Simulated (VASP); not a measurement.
Here is a VASP 6.6.1 calculation.

INCAR

```
PREC     = Accurate       # precision mode
ENCUT    = 520            # plane-wave cutoff, eV
EDIFF    = 1E-6           # SCF threshold, eV
ISMEAR   = 0              # smearing method
SIGMA    = 0.15           # smearing width, eV
LREAL    = F              # projectors in reciprocal space
LASPH    = T              # aspherical terms in the spheres
NELM     = 80             # most SCF steps
ALGO     = Fast           # electronic algorithm
ISIF     = 2              # what is computed and relaxed
LWAVE    = F              # write WAVECAR
LCHARG   = T              # write CHGCAR
GGA      = PE             # functional
LELF     = T              # ELF
LVHAR    = T            
NBANDS   = 11             # bands
```

The input KPOINTS:

```
regular mesh
0
Gamma
  24 24 24
```

File POSCAR:

```
Pt
1.0
    0.0000000000      1.7103831919      2.5655747879
    1.7103831919      0.0000000000      2.5655747879
    1.7103831919      1.7103831919      0.0000000000
Pt
1
Direct
    0.0000000000      0.0000000000      0.0000000000
```

Potentials or basis: VASP PAW PBE potentials, release 64 (Pt).

Launch:

```sh
$ cat potpaw_PBE.64/Pt/POTCAR > POTCAR
$ mpirun -np 1 vasp_std > vasp.out
```

Question: What does it give for the pressure?

Answer: 46.0 GPa.

Question: Estimate the band gap on the k mesh.

Answer: Zero (bands 5 and 6 overlap by 5.35 eV).

Stress tensor (GPa, compression positive):
```
 75.23   0.00   0.00
  0.00  75.23   0.00
  0.00   0.00 -12.31
```

Caveat: the cell stands under pressure; spin-orbit coupling is left out, which moves the levels of the heavy elements.
